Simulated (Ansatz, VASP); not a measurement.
# One calculation of Ge, two programs

```
Ge
1.0
     1.48805   -2.54280    0.00000
     1.48805    2.54280    0.00000
     0.00000    0.00000    4.72760
Ge
2
Cartesian
  1.4881 -0.8470 1.1819
  1.4881 0.8470 3.5457
```

Change from the starting cell: strain -0.0200 x Voigt [0, 1, 0, 0, 0, 0], atoms carried along.

Alike in both runs: task single point; functional PBEsol; k mesh 18 × 18 × 10; occupations gaussian, width 0.15 eV; no spin polarisation.

|  | VASP | Ansatz |
| --- | --- | --- |
| version | VASP 6.6.1 | Ansatz 0.2.0 |
| potentials or method | VASP PAW PBE potentials, release 64 (Ge_d), cutoff 520 eV | scalar-relativistic, plane waves, PAW |
| valence electrons in the cell | 28 | 28 |

```csv
,VASP,Ansatz,Ansatz less VASP
gap on the k mesh at the Fermi level (eV),none,none,-
pressure (GPa),2.0,2.0,-0.05
"traceless stress, the component that is largest in VASP (GPa)",0.24,0.24,+0.006
rms of the force components (eV/Å),0.005,0.005,0.0000
```

VASP's potentials were made for PBE, not for PBEsol. Atom by atom the forces differ by 0.000 eV/Å (rms over components). A gap of «none» marks a metal or a gap that the smearing closes. The functional is the same, so the differences come from potentials, cutoffs and numerics.
